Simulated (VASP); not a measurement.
Crystal: Se.

```xyz
3
Lattice="4.3662 0.0000 0.0000 -2.1831 3.7812 0.0000 0.0000 0.0000 4.9536" Properties=species:S:1:pos:R:3 pbc="T T T"
Se    0.9841    0.0000    1.6512
Se   -0.4921    0.8523    3.3024
Se    1.6910    2.9289    0.0000
```

| Property | Result |
| --- | --- |
| Program | VASP 6.6.1 |
| Task | relaxation of cell and atoms |
| Functional | LDA |
| Potentials or basis | VASP PAW LDA potentials, release 64 (Se) |
| Cutoff | 600 eV |
| k mesh | 5 × 5 × 4 |
| Occupations | fermi-dirac, width 0.05 eV |
| Spin | no spin polarisation |

At the start: pressure -1.1 GPa; volume 27.26 Å³/atom.

Question: How do energy, volume and symmetry change on relaxing?

Answer: Over 16 steps the energy falls by 50.8 meV/atom and the volume is 23.11 Å³/atom (-15.2 %); space group P3_121 (No. 152, to 0.1 Å) before and after.

The path:
| step | energy change (eV) | largest force (eV/Å) | pressure (GPa) | volume (Å³) |
| --- | --- | --- | --- | --- |
| 1 | 0.0000 | 0.2656 | -1.06 | 81.78 |
| 2 | -0.0286 | 0.3206 | -0.58 | 79.66 |
| 3 | -0.0850 | 0.5016 | 1.59 | 73.47 |
| 4 | 0.0813 | 0.8332 | 11.05 | 61.88 |
| 5 | -0.0796 | 0.6336 | 2.75 | 71.86 |
| 6 | -0.0889 | 0.5816 | 2.61 | 71.57 |
| 7 | -0.1121 | 0.4395 | 2.22 | 70.70 |
| 8 | -0.1393 | 0.2062 | 1.73 | 68.95 |
| 9 | -0.1233 | 0.1096 | 1.92 | 65.44 |
| 10 | -0.1438 | 0.0888 | 1.68 | 67.71 |
| 11 | -0.1485 | 0.0522 | 1.03 | 68.40 |
| 12 | -0.1514 | 0.0145 | -0.06 | 69.66 |
| 13 | -0.1514 | 0.0081 | 0.04 | 69.54 |
| 14 | -0.1515 | 0.0073 | 0.04 | 69.52 |
| 15 | -0.1519 | 0.0050 | 0.02 | 69.46 |
| 16 | -0.1523 | 0.0004 | 0.00 | 69.33 |

Final structure:
```cif
data_structure
_symmetry_space_group_name_H-M 'P 1'
_symmetry_Int_Tables_number 1
_cell_length_a 3.9524
_cell_length_b 3.9524
_cell_length_c 5.1249
_cell_angle_alpha 90.000
_cell_angle_beta 90.000
_cell_angle_gamma 120.000
_cell_volume 69.33
loop_
_atom_site_label
_atom_site_type_symbol
_atom_site_fract_x
_atom_site_fract_y
_atom_site_fract_z
_atom_site_occupancy
Se1 Se 0.25535 0.00000 0.33333 1
Se2 Se 0.00000 0.25535 0.66667 1
Se3 Se 0.74465 0.74465 0.00000 1
```

Caveat: the volume moved by over 15 % at a fixed basis, so the end points are rough.
